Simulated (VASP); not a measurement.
The system is Hg2Se.

```
Hg Se
1.0
     0.00000    3.51261    4.03731
     3.05074    0.00000    4.03731
     3.05074    3.51261    0.00000
Hg Se
2 1
Direct
  0.83205 0.83205 0.16795
  0.16795 0.16795 0.83205
  0.50000 0.50000 0.50000
```

The cell was generated, and may not be a known phase.

- Program: VASP 6.6.1
- Task: relaxation of cell and atoms
- Functional: PBE
- Potentials or basis: VASP PAW PBE potentials, release 64 (Hg, Se)
- Cutoff: 600 eV
- k mesh: 12 × 12 × 12
- Occupations: gaussian, width 0.1 eV
- Spin: no spin polarisation

At the start: pressure 0.5 GPa; volume 28.84 Å³/atom.

**Question.** Where does the relaxation end?

**Answer.** Over 21 steps the energy falls by 10.0 meV/atom and the volume is 27.26 Å³/atom (-5.5 %); space group Fmmm (No. 69, to 0.1 Å) before and after.

Step by step:
| step | energy change (eV) | largest force (eV/Å) | pressure (GPa) | volume (Å³) |
| --- | --- | --- | --- | --- |
| 1 | 0.0000 | 0.1346 | 0.53 | 86.53 |
| 2 | -0.0112 | 0.0262 | -0.79 | 87.71 |
| 3 | -0.0114 | 0.0381 | -0.61 | 87.55 |
| 4 | -0.0175 | 0.0138 | -0.47 | 86.46 |
| 5 | -0.0249 | 0.1141 | -0.14 | 84.28 |
| 6 | -0.0123 | 0.3057 | 1.00 | 79.96 |
| 7 | -0.0257 | 0.1509 | 0.03 | 83.49 |
| 8 | -0.0287 | 0.0734 | -0.11 | 82.87 |
| 9 | -0.0290 | 0.0385 | -0.16 | 82.57 |
| 10 | -0.0292 | 0.0093 | 0.19 | 81.91 |
| 11 | -0.0294 | 0.0108 | 0.04 | 82.17 |
| 12 | -0.0295 | 0.0076 | -0.01 | 82.20 |
| 13 | -0.0295 | 0.0266 | -0.05 | 82.23 |
| 14 | -0.0296 | 0.0273 | 0.00 | 82.15 |
| 15 | -0.0297 | 0.0281 | 0.02 | 82.07 |
| 16 | -0.0298 | 0.0299 | 0.00 | 81.91 |
| 17 | -0.0297 | 0.0332 | 0.13 | 81.57 |
| 18 | -0.0298 | 0.0313 | 0.11 | 81.77 |
| 19 | -0.0298 | 0.0307 | 0.03 | 81.83 |
| 20 | -0.0299 | 0.0181 | 0.02 | 81.80 |
| 21 | -0.0300 | 0.0093 | -0.01 | 81.78 |

Final structure:
```xyz
3
Lattice="0.0000 3.3554 4.1655 2.9255 0.0000 4.1655 2.9255 3.3554 0.0000" Properties=species:S:1:pos:R:3 pbc="T T T"
Hg    2.9255    3.3554    6.9294
Hg    2.9255    3.3554    1.4015
Se    2.9255    3.3554    4.1655
```
